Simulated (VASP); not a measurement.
Input of a VASP 6.6.1 run:

Contents of POSCAR:

```
SrCl2
1.0
    2.0857437679      1.2042047259      6.1350482845
   -2.0857437679      1.2042047259      6.1350482845
    0.0000000000     -2.4084094518      6.1350482845
Sr Cl
1 2
Direct
    0.0002014275      0.0002014275      0.0002014275
    0.4227725673      0.4227725673      0.4227725673
    0.2436926719      0.2436926719      0.2436926719
```

File INCAR.step1:

```
PREC = Accurate
ENCUT = 520
ISMEAR = 0
SIGMA = 0.01
LREAL = False
LASPH = True
NELM = 80
NBANDS = 19
GGA = PE
ALGO = Normal
EDIFF = 1E-4
LWAVE = True
LCHARG = False
```

INCAR.step2

```
PREC = Accurate
ENCUT = 520
EDIFF = 1E-7
ISMEAR = 0
SIGMA = 0.01
LREAL = False
LASPH = True
NELM = 80
ALGO = Normal
ISIF = 2
LWAVE = False
LCHARG = False
METAGGA = R2SCAN
LMIXTAU = True
NBANDS = 19
ISTART = 1
```

KPOINTS

```
Automatic mesh
0
Gamma
  6 6 6
```

Potentials or basis: VASP PAW PBE potentials, release 64 (Sr_sv, Cl).

The run is started by

```sh
$ cat potpaw_PBE.64/Sr_sv/POTCAR potpaw_PBE.64/Cl/POTCAR > POTCAR
$ cp INCAR.step1 INCAR
$ mpirun -np 1 vasp_std > vasp.out
$ cp INCAR.step2 INCAR
$ mpirun -np 1 vasp_std > vasp.out
```

Q: Estimate the band gap on the k mesh.

A: 4.88 eV, direct.

Q: Predict the largest force.

A: 0.008 eV/Å.

Q: Estimate the pressure.

A: 0.7 GPa.

Forces in eV/Å, atoms in the order of the input:
```
Sr   0.000  0.000 -0.001
Cl   0.000  0.000  0.008
Cl   0.000  0.000 -0.007
```

Caveat: the PAW data sets were made with another functional, which shifts forces and pressure a little. A k mesh can miss the band edges.
